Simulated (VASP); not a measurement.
Write the native input for VASP 6.6.1 that does the following.

* Task: single point
* Functional: PBE
* Potentials or basis: VASP PAW PBE potentials, release 64 (K_sv, Mg, F)
* Cutoff: 600 eV
* k mesh: 4 × 4 × 4
* Occupations: gaussian, width 0.01 eV
* Spin: no spin polarisation
* Dipole correction: no
* Further INCAR settings: ALGO = Normal; EDIFF = 1e-06; NBANDS = 24

The structure of KMgF3 lies in POSCAR:

```
KMgF3
1.0
    3.9802355751      0.0000000000      0.0000000000
    0.0000000000      3.9802355751      0.0000000000
    0.0000000000      0.0000000000      3.9802355751
K Mg F
1 1 3
Direct
    0.5000000000      0.5000000000      0.5000000000
    0.0000000000      0.0000000000      0.0000000000
    0.5000000000      0.0000000000      0.0000000000
    0.0000000000      0.5000000000      0.0000000000
    0.0000000000      0.0000000000      0.5000000000
```

These files were run (other wordings do the same):

INCAR

```
PREC = Accurate ; ENCUT = 600
EDIFF = 1E-6 ; ISMEAR = 0
SIGMA = 0.01 ; LREAL = F
LASPH = T ; NELM = 120
ALGO = Normal ; ISIF = 2
LWAVE = F ; LCHARG = F
GGA = PE ; NBANDS = 24
GGA_COMPAT = F
```

KPOINTS

```
Automatic mesh
0
Gamma
  4 4 4
```

Potentials or basis: VASP PAW PBE potentials, release 64 (K_sv, Mg, F).

Launch:

```console
$ cat potpaw_PBE.64/K_sv/POTCAR potpaw_PBE.64/Mg/POTCAR potpaw_PBE.64/F/POTCAR > POTCAR
$ mpirun -np 1 vasp_std > vasp.out
```

Results of the run:

```json
{
  "Pressure": "3.6 GPa",
  "Band gap on the k mesh": "7.34 eV (least direct gap 7.66 eV)"
}
```

Caveat: the cell stands under pressure.

Wall time 13 s on 1 thread of AMD EPYC 7R13 Processor (Zen 3), on a shared host, peak memory 0.15 GiB.
